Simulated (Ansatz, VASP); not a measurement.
KMgF3: VASP beside Ansatz

```
CELL_PARAMETERS angstrom
4.06915 0.00000 0.00000
0.00000 4.06915 0.00000
0.00000 0.00000 4.06915
ATOMIC_POSITIONS crystal
K 0.50000 0.50000 0.50000
Mg 0.00000 0.00000 0.00000
F 0.50000 0.00000 0.00000
F 0.00000 0.50000 0.00000
F 0.00000 0.00000 0.50000
```

Alike in both runs: task single point; functional PBEsol; k mesh 6 × 6 × 6; occupations gaussian, width 0.02 eV; no spin polarisation.

|  | VASP | Ansatz |
| --- | --- | --- |
| version | VASP 6.6.1 | Ansatz 0.2.0 |
| potentials or method | VASP PAW PBE potentials, release 64 (K_sv, Mg, F), cutoff 520 eV | scalar-relativistic, plane waves, PAW |
| valence electrons in the cell | 32 | 40 |

```tsv
	VASP	Ansatz	Ansatz less VASP
gap on the k mesh at the Fermi level (eV)	6.68	6.71	+0.025
least direct gap on the mesh (eV)	7.01	7.03	+0.023
pressure (GPa)	-4.1	-3.7	+0.40
```

VASP's potentials were made for PBE, not for PBEsol. VASP's potentials hold 32 valence electrons a cell and Ansatz's 40, so a difference there can come from the potentials and not from the codes.
